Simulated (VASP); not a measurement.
# Ag (Fm-3m) in VASP: further runs, part 2 of 2

VASP 6.6.1. The steps go on from the part before.

## (4) Electric field gradients, r2SCAN

The input, POSCAR:

```
Ag
1.0
    0.0000000000      2.0431000000      2.0431000000
    2.0431000000      0.0000000000      2.0431000000
    2.0431000000      2.0431000000      0.0000000000
Ag
1
Direct
    0.0000000000      0.0000000000      0.0000000000
```

The input, INCAR.step1:

```
SYSTEM = Ag
PREC = Accurate ; ENCUT = 440
ISMEAR = -1 ; SIGMA = 0.05
LREAL = .False. ; LASPH = .True.
NELM = 120 ; NBANDS = 12
GGA = PE ; ALGO = Normal
EDIFF = 1E-5 ; LWAVE = .True.
LCHARG = .False. ; GGA_COMPAT = .False.
```

The input, INCAR.step2:

```
SYSTEM = Ag
PREC = Accurate ; ENCUT = 440
EDIFF = 1E-8 ; ISMEAR = -1
SIGMA = 0.05 ; LREAL = .False.
LASPH = .True. ; NELM = 120
ALGO = Normal ; ISIF = 2
LWAVE = .False. ; LCHARG = .False.
METAGGA = R2SCAN ; LMIXTAU = .True.
LEFG = .True. ; NBANDS = 12
ISTART = 1 ; GGA_COMPAT = .False.
```

The input, KPOINTS:

```
Automatic mesh
0
Gamma
  15 15 15
  0 0 0
```

Potentials or basis: VASP PAW PBE potentials, release 64 (Ag).

Started as:

```console
cat potpaw_PBE.64/Ag/POTCAR > POTCAR
cp INCAR.step1 INCAR
mpirun -np 1 vasp_std > vasp.out
cp INCAR.step2 INCAR
mpirun -np 1 vasp_std > vasp.out
```

OUTCAR:

```text
SYSTEM = Ag
   PREC = Accurate
   ENCUT = 440
   EDIFF = 1E-8
   ISMEAR = -1
   LREAL = .False.
   LASPH = .True.
   NELM = 120
   ISIF = 2
   METAGGA = R2SCAN
   ISTART = 1

 ion  position               nearest neighbor table
   1  0.000  0.000  0.000-

  LATTYP: Found a face centered cubic cell.
 ALAT       =     4.0862000000

  Lattice vectors:

 A1 = (   0.0000000000,   2.0431000000,   2.0431000000)
 A2 = (   2.0431000000,   0.0000000000,   2.0431000000)
 A3 = (   2.0431000000,   2.0431000000,   0.0000000000)

[... 563 lines left out ...]
    total drift:                                0.000000     -0.000000      0.000000

  FREE ENERGIE OF THE ION-ELECTRON SYSTEM (eV)
  ---------------------------------------------------
  free  energy   TOTEN  =       -21.3533485226 eV

  energy  without entropy=      -21.3498257853  energy(sigma->0) =      -21.35158715

 Electric field gradients (V/A^2)
---------------------------------------------------------------------
 ion       V_xx      V_yy      V_zz      V_xy      V_xz      V_yz
---------------------------------------------------------------------
   1      -0.000    -0.000     0.000    -0.001    -0.001    -0.001
---------------------------------------------------------------------

 Electric field gradients after diagonalization (V/A^2)
 (convention: |V_zz| > |V_xx| > |V_yy|)
----------------------------------------------------------------------
 ion       V_xx      V_yy      V_zz     asymmetry (V_yy - V_xx)/ V_zz
----------------------------------------------------------------------
   1       0.001     0.001    -0.002       0.000
----------------------------------------------------------------------

           NMR quadrupolar parameters

 Cq : quadrupolar parameter    Cq=e*Q*V_zz/h
 eta: asymmetry parameters     (V_yy - V_xx)/ V_zz
 Q  : nuclear electric quadrupole moment in mb (millibarn)
----------------------------------------------------------------------
 ion       Cq(MHz)       eta       Q (mb)
----------------------------------------------------------------------
   1      -0.000       0.000       1.000
----------------------------------------------------------------------
```

OUTCAR.step1:

```text
SYSTEM = Ag
   PREC = Accurate
   ENCUT = 440
   ISMEAR = -1
   LREAL = .False.
   LASPH = .True.
[... 576 lines left out ...]
 -----------------------------------------------------------------------------------
      0.00000      0.00000      0.00000         0.000000      0.000000      0.000000
 -----------------------------------------------------------------------------------
    total drift:                                0.000000     -0.000000      0.000000

  FREE ENERGIE OF THE ION-ELECTRON SYSTEM (eV)
  ---------------------------------------------------
  free  energy   TOTEN  =        -2.7049581266 eV

  energy  without entropy=       -2.7014596238  energy(sigma->0) =       -2.70320888
```

OSZICAR.step1:

```text
N       E                     dE             d eps       ncg     rms          rms(c)
DAV:   1     0.465673708555E+02    0.46567E+02   -0.49475E+03  2960   0.714E+02
DAV:   2    -0.227775658469E+01   -0.48845E+02   -0.45805E+02  3356   0.179E+02
DAV:   3    -0.296141119447E+01   -0.68365E+00   -0.68323E+00  3404   0.224E+01
DAV:   4    -0.296344360272E+01   -0.20324E-02   -0.20324E-02  3316   0.129E+00
DAV:   5    -0.296345956192E+01   -0.15959E-04   -0.15959E-04  3376   0.103E-01    0.522E+00
DAV:   6    -0.271621240518E+01    0.24725E+00   -0.96608E-01  3100   0.879E+00    0.338E+00
DAV:   7    -0.270791395798E+01    0.82984E-02   -0.98384E-03  3352   0.926E-01    0.190E+00
DAV:   8    -0.270495017538E+01    0.29638E-02   -0.69726E-04  3244   0.191E-01    0.929E-02
DAV:   9    -0.270495812661E+01   -0.79512E-05   -0.91123E-06  3144   0.231E-02
   1 F= -.27049581E+01 E0= -.27032089E+01  d E =-.349850E-02
```

Run time: 41 s. Hardware: 1 thread of Intel Xeon 6975P-C (Granite Rapids), shared host; peak memory 0.13 GiB.

Results:

| Property | Result |
| --- | --- |
| Free energy | -21.3533 eV |
| Pressure | 1.5 GPa |
| Band gap on the k mesh | zero (an odd number of electrons rules out a gap without spin polarisation) |
| Largest electric field gradient by atom | zero within the noise of the run |

Caveat: the PAW data sets were made with another functional, which shifts forces and pressure a little.

## (5) Summary

```tsv
level	potentials or basis	cell	cutoff (eV)	gap on the mesh (eV)	pressure (GPa)
PBEsol	VASP PAW PBE potentials, release 64 (Ag)	a = 2.889 Å, angles 60.0°, 1 atom	400	none	-3.3
LDA	VASP PAW LDA potentials, release 64 (Ag)	a = 2.927 Å, angles 60.0°, 1 atom	400	none	-10.9
r2SCAN	VASP PAW PBE potentials, release 64 (Ag)	a = 2.889 Å, angles 60.0°, 1 atom	440	none	1.5
```

Alike in all rows: task electric field gradients; no spin polarisation; k mesh 15 × 15 × 15; smearing fermi-dirac 0.05 eV.

Caveats: the cell stands under tension (at least some runs); the PAW data sets were made with another functional, which shifts forces and pressure a little (at least some runs).

Total energies depend on the potentials used, so only differences within one code and one set of settings carry meaning.
